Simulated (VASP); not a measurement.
WC, 2 atoms in the cell. Symmetry: P-6m2, No. 187, hexagonal system. Conventional cell: a = 2.923 Å, b = 2.923 Å, c = 2.846 Å, α = 90.00°, β = 90.00°, γ = 120.00°. W (site symmetry -6m2) has 6 C at 2.21 Å and 2 W at 2.85 Å within 2.9 Å. C (site symmetry -6m2) has 6 W at 2.21 Å and 2 C at 2.85 Å within 2.9 Å. 

| Quantity | Value |
| --- | --- |
| Program | VASP 6.6.1 |
| Task | single point |
| Functional | PBE |
| Potentials or basis | VASP PAW PBE potentials, release 64 (W_sv, C) |
| Cutoff | 520 eV |
| k mesh | 9 × 9 × 8 |
| Occupations | gaussian, width 0.1 eV |
| Spin | no spin polarisation |
| Dipole correction | no |
| Further INCAR settings | ALGO = Normal; EDIFF = 1e-06; NBANDS = 16 |

Potentials or basis: VASP PAW PBE potentials, release 64 (W_sv, C).

Command:

```bash
$ cat potpaw_PBE.64/W_sv/POTCAR potpaw_PBE.64/C/POTCAR > POTCAR
$ mpirun -np 1 vasp_std > vasp.out
```

Hardware: 1 thread of Intel Xeon 8259CL, on a shared host.

Q: How long does it take, and how much memory?

A: It took 22 s on 1 thread of Intel Xeon 8259CL (shared host), peak memory 0.15 GiB. Counts: scf iterations 13, k points 60.
